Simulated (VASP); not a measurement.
Input of a VASP 6.6.1 run:

Contents of INCAR:

```
SYSTEM = Cu
  PREC = Accurate
  ENCUT = 520
  EDIFF = 1E-6
  ISMEAR = 0
  SIGMA = 0.1
  LREAL = .False.
  LASPH = .True.
  NELM = 100
  ALGO = Fast
  ISIF = 2
  LWAVE = .False.
  LCHARG = .True.
  GGA = PS
  LELF = .True.
  LVHAR = .True.
  NBANDS = 24
```

File KPOINTS:

```
regular mesh
0
Gamma
  12 12 12
  0 0 0
```

The input POSCAR:

```
Cu
1.0
    1.2617211092      0.7284550219      6.1547738109
   -1.2617211092      0.7284550219      6.1547738109
    0.0000000000     -1.4569100442      6.1547738108
Cu
3
Direct
    0.0000000000      0.0000000000      0.0000000000
    0.7775781963      0.7775781963      0.7775781963
    0.2224218037      0.2224218037      0.2224218037
```

Potentials or basis: VASP PAW PBE potentials, release 64 (Cu).

Command:

```bash
$ cat potpaw_PBE.64/Cu/POTCAR > POTCAR
$ mpirun -np 1 vasp_std > vasp.out
```

What does it give for the band gap on the k mesh?

Zero (an odd number of electrons rules out a gap without spin polarisation).

Predict the largest force.

0.004 eV/Å.

Estimate the pressure.

0.9 GPa.

Forces in eV/Å, atoms in the order of the input:
```
Cu   0.000  0.000  0.000
Cu   0.000  0.000  0.004
Cu   0.000  0.000 -0.004
```

Caveat: the PAW data sets were made with another functional, which shifts forces and pressure a little.
